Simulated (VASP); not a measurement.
A run of VASP 6.6.1 is set up as follows.

POSCAR

```
MgS
1.0
    0.0000000000      2.7409592987      2.5283762882
    2.7409592987      0.0000000000      2.5283762882
    2.7409592987      2.7409592987      0.0000000000
Mg S
1 1
Direct
    0.0000000000      0.0000000000      0.0000000000
    0.5000000000      0.5000000000      0.5000000000
```

Contents of INCAR.step1:

```
ALGO     = Normal         # electronic algorithm
EDIFF    = 1E-4           # SCF threshold, eV
ENCUT    = 520            # plane-wave cutoff, eV
GGA      = PE             # functional
ISMEAR   = 0              # smearing method
LASPH    = T              # aspherical terms in the spheres
LCHARG   = F              # write CHGCAR
LREAL    = F              # projectors in reciprocal space
LWAVE    = T              # write WAVECAR
NBANDS   = 11             # bands
NELM     = 60             # most SCF steps
PREC     = Accurate       # precision mode
SIGMA    = 0.01           # smearing width, eV
```

INCAR.step2

```
ALGO     = Normal         # electronic algorithm
EDIFF    = 1E-7           # SCF threshold, eV
ENCUT    = 520            # plane-wave cutoff, eV
ISIF     = 2              # what is computed and relaxed
ISMEAR   = 0              # smearing method
ISTART   = 1            
LASPH    = T              # aspherical terms in the spheres
LCHARG   = T              # write CHGCAR
LELF     = T              # ELF
LMIXTAU  = T            
LREAL    = F              # projectors in reciprocal space
LVHAR    = T            
LWAVE    = F              # write WAVECAR
METAGGA  = R2SCAN         # meta-GGA
NBANDS   = 11             # bands
NELM     = 60             # most SCF steps
PREC     = Accurate       # precision mode
SIGMA    = 0.01           # smearing width, eV
```

File KPOINTS:

```
k-points
0
Gamma
  8 8 8
```

Potentials or basis: VASP PAW PBE potentials, release 64 (Mg, S).

Launch:

```bash
$ cat potpaw_PBE.64/Mg/POTCAR potpaw_PBE.64/S/POTCAR > POTCAR
$ cp INCAR.step1 INCAR
$ mpirun -np 1 vasp_std > vasp.out
$ cp INCAR.step2 INCAR
$ mpirun -np 1 vasp_std > vasp.out
```

Q: Estimate the pressure.

A: -4.7 GPa.

Q: Estimate the band gap on the k mesh.

A: 2.98 eV (least direct gap 3.89 eV).

Stress tensor (GPa, compression positive):
```
-6.77  0.00  0.00
 0.00 -6.77  0.00
 0.00  0.00 -0.51
```

Caveat: the cell differs from its parent crystal (epitaxial xy strain +5.4%); the cell stands under tension; the PAW data sets were made with another functional, which shifts forces and pressure a little. A k mesh can miss the band edges.
